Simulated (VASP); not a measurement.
Input of a VASP 6.6.1 run:

File INCAR:

```
  PREC = Accurate
  ENCUT = 520
  EDIFF = 1E-6
  ISMEAR = 0
  SIGMA = 0.15
  LREAL = False
  LASPH = True
  NELM = 100
  ALGO = Normal
  ISIF = 2
  LWAVE = False
  LCHARG = False
  GGA = PE
  IVDW = 12
  NBANDS = 30
```

Contents of KPOINTS:

```
regular mesh
0
Gamma
  8 8 8
```

Contents of POSCAR:

```
In3Se
1.0
    3.9956887392     -0.7051215422      0.0000000000
   -0.7051215422      3.9956887392      0.0000000000
    0.0000000000      0.0000000000      4.7008102814
In Se
3 1
Direct
    0.0000000000      0.5000000000      0.5000000000
    0.5000000000      0.0000000000      0.5000000000
    0.5000000000      0.5000000000      0.0000000000
    0.0000000000      0.0000000000      0.0000000000
```

Potentials or basis: VASP PAW PBE potentials, release 64 (In_d, Se).

The run is started by

```bash
$ cat potpaw_PBE.64/In_d/POTCAR potpaw_PBE.64/Se/POTCAR > POTCAR
$ mpirun -np 1 vasp_std > vasp.out
```

Question: Estimate the pressure.

Answer: 52.6 GPa.

Question: Estimate the band gap on the k mesh.

Answer: Zero (an odd number of electrons rules out a gap without spin polarisation).

Question: Estimate the dispersion energy per atom.

Answer: -0.492 eV.

Stress tensor (GPa, compression positive):
```
64.90 46.96  0.00
46.96 64.90  0.00
 0.00  0.00 27.86
```

Caveat: the cell stands under pressure; spin-orbit coupling is left out, which moves the levels of the heavy elements.
